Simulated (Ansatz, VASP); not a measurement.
GePt: VASP beside Ansatz

```
Ge Pt
1.0
     0.00008   -3.74513    0.00002
    -5.82809   -0.00018    0.00019
    -0.00002    0.00004   -6.18108
Ge Pt
4 4
Direct
  0.75006 0.81426 0.41266
  0.24998 0.68573 0.91266
  0.25003 0.18573 0.58734
  0.74993 0.31426 0.08734
  0.74994 0.50179 0.69245
  0.25010 0.99821 0.19245
  0.24988 0.49822 0.30755
  0.75007 0.00179 0.80756
```

Change from the starting cell: cell x1, atoms moved at random (sigma 0.15 Å) and cell strained at random (1.5 %), then relaxed without symmetry.

Alike in both runs: functional PBE; k mesh 6 × 4 × 4; occupations gaussian, width 0.2 eV; no spin polarisation.

Ansatz relaxed the structure, and its values are those at the end. VASP's run is a single point on that final structure, the one shown.

|  | VASP | Ansatz |
| --- | --- | --- |
| version | VASP 6.6.1 | Ansatz 0.2.0 |
| potentials or method | VASP PAW PBE potentials, release 64 (Ge_d, Pt), cutoff 520 eV | scalar-relativistic, plane waves, PAW |
| valence electrons in the cell | 96 | 128 |

```csv
,VASP,Ansatz,Ansatz less VASP
gap on the k mesh at the Fermi level (eV),none,none,-
pressure (GPa),0.0,0.0,-0.01
rms of the force components (eV/Å),0.003,0.002,-0.0014
```

A gap of «none» marks a metal or a gap that the smearing closes. The functional is the same, so the differences come from potentials, cutoffs and numerics. VASP's potentials hold 96 valence electrons a cell and Ansatz's 128, so a difference there can come from the potentials and not from the codes.

Neither program's run includes spin-orbit coupling.
